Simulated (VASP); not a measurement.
TiC: single point with PBE

The system is TiC.

```
Ti C
1.0
     0.00000   -2.16646   -2.16646
     0.00000    2.16646   -2.16646
     4.33292    0.00000    0.00000
Ti C
2 2
Direct
  0.50077 0.49585 0.49938
  0.99923 0.00415 0.00062
  0.52249 0.49549 0.00048
  0.97751 0.00451 0.49952
```

```json
{
  "Program": "VASP 6.6.1",
  "Task": "single point",
  "Functional": "PBE",
  "Potentials or basis": "VASP PAW PBE potentials, release 64 (Ti_sv, C)",
  "Cutoff": "520 eV",
  "k mesh": "12 × 12 × 8",
  "Occupations": "gaussian, width 0.15 eV",
  "Spin": "no spin polarisation",
  "Dipole correction": "no",
  "Further INCAR settings": "ALGO = Normal; EDIFF = 1e-06; NBANDS = 24"
}
```

```yaml
Pressure: 0.9 GPa
Largest_force: 0.838 eV/Å
Band_gap_on_the_k_mesh: zero (bands 16 and 17 overlap by 1.10 eV)
```

Forces in eV/Å, atoms in the order of the input:
```
Ti   0.060  0.253 -0.047
Ti  -0.060 -0.253  0.047
C   -0.031  0.707  0.449
C    0.031 -0.707 -0.449
```

Stress tensor (GPa, compression positive):
```
 0.58  0.00 -0.02
 0.00  1.76 -0.53
-0.02 -0.53  0.36
```

Levels at points of the mesh, in eV from the Fermi level:
| k point | band 12 | band 13 | band 14 | band 15 | band 16 | band 17 | band 18 | band 19 | band 20 | band 21 |
| --- | --- | --- | --- | --- | --- | --- | --- | --- | --- | --- |
| (0.00, 0.00, 0.00) | -1.72 | -0.24 | -0.16 | 0.68 | 0.69 | 0.87 | 1.47 | 1.68 | 1.73 | 1.78 |
| (0.50, 0.00, 0.00) | -4.26 | -3.01 | -2.65 | -2.50 | -2.41 | 2.09 | 2.17 | 3.11 | 3.16 | 3.76 |
| (0.00, 0.50, 0.00) | -4.31 | -2.75 | -2.71 | -2.56 | -2.55 | 2.07 | 2.19 | 3.10 | 3.13 | 3.97 |
| (0.50, 0.50, 0.00) | -3.43 | -1.73 | -1.67 | -0.05 | -0.05 | 0.00 | 0.06 | 2.68 | 2.70 | 3.50 |
| (0.00, 0.00, 0.50) | -3.41 | -0.92 | -0.91 | -0.46 | -0.45 | -0.11 | -0.11 | 2.15 | 2.17 | 3.75 |
| (0.50, 0.00, 0.50) | -5.83 | -2.91 | -2.91 | -2.91 | -2.91 | 2.89 | 2.89 | 2.90 | 2.90 | 4.09 |
| (0.00, 0.50, 0.50) | -5.84 | -2.89 | -2.89 | -2.88 | -2.88 | 2.89 | 2.89 | 2.90 | 2.90 | 4.07 |
| (0.50, 0.50, 0.50) | -3.21 | -3.15 | -3.14 | -2.64 | -2.64 | 2.74 | 2.75 | 2.78 | 2.78 | 3.50 |

Wall time 7.6 min on 1 thread of Intel(R) Xeon(R) Platinum 8259CL CPU @ 2.50GHz (Skylake/Cascade Lake) (shared host), peak memory 0.54 GiB.
